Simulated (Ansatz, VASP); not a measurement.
One calculation of Zr3ZnN2, two programs

```xyz
6
Lattice="5.9683 0.0000 0.0000 -2.9842 5.1687 0.0000 0.0000 0.0000 3.0397" Properties=species:S:1:pos:R:3 pbc="T T T"
Zr    1.4921    2.5844    1.5199
Zr    2.9842    0.0000    1.5199
Zr   -1.4921    2.5844    1.5199
Zn    0.0000    0.0000    0.0000
N     2.9842    1.7229    0.0000
N     0.0000    3.4458    0.0000
```

Change from the starting cell: species swapped into the ErCo3Ni2 type (P6/mmm, No. 191).

Alike in both runs: functional PBE; k mesh 6 × 6 × 4; occupations gaussian, width 0.1 eV; no spin polarisation.

Ansatz relaxed the structure, and its values are those at the end. VASP's run is a single point on that final structure, the one shown.

```csv
,VASP,Ansatz
version,VASP 6.6.1,Ansatz 0.2.0
potentials or method,"VASP PAW PBE potentials, release 64 (Zr_sv, Zn, N), cutoff 520 eV","scalar-relativistic, plane waves, PAW"
valence electrons in the cell,58,58
```

```tsv
	VASP	Ansatz	Ansatz less VASP
gap on the k mesh at the Fermi level (eV)	none	none	-
pressure (GPa)	0.2	0.0	-0.19
```

A gap of «none» marks a metal or a gap that the smearing closes. The functional is the same, so the differences come from potentials, cutoffs and numerics.

The k mesh is coarse, so the values compare programs but aren't converged.
